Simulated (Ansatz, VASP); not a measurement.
## One calculation of Sc5Mo, two programs

```
Sc Mo
1.0
     5.60784    0.00000    0.00000
    -2.80392    4.85653    0.00000
     0.00000    0.00000    4.35575
Sc Mo
5 1
Direct
  0.33333 0.66667 0.00000
  0.66667 0.33333 0.00000
  0.50000 0.00000 0.50000
  0.50000 0.50000 0.50000
  0.00000 0.50000 0.50000
  0.00000 0.00000 0.00000
```

Change from the starting cell: species swapped into the ErZn5 type (P6/mmm, No. 191).

Alike in both runs: task single point; functional PBE; k mesh 6 × 6 × 4; occupations gaussian, width 0.1 eV; no spin polarisation.

|  | VASP | Ansatz |
| --- | --- | --- |
| version | VASP 6.6.1 | Ansatz 0.2.0 |
| potentials or method | VASP PAW PBE potentials, release 64 (Sc_sv, Mo_sv), cutoff 520 eV | scalar-relativistic, plane waves, PAW |
| valence electrons in the cell | 69 | 69 |

```csv
,VASP,Ansatz,Ansatz less VASP
gap on the k mesh at the Fermi level (eV),none,none,-
pressure (GPa),12.4,12.2,-0.21
"traceless stress, the component that is largest in VASP (GPa)",10.59,10.55,-0.039
```

A gap of «none» marks a metal or a gap that the smearing closes.

The k mesh is coarse, so the values compare programs but aren't converged.
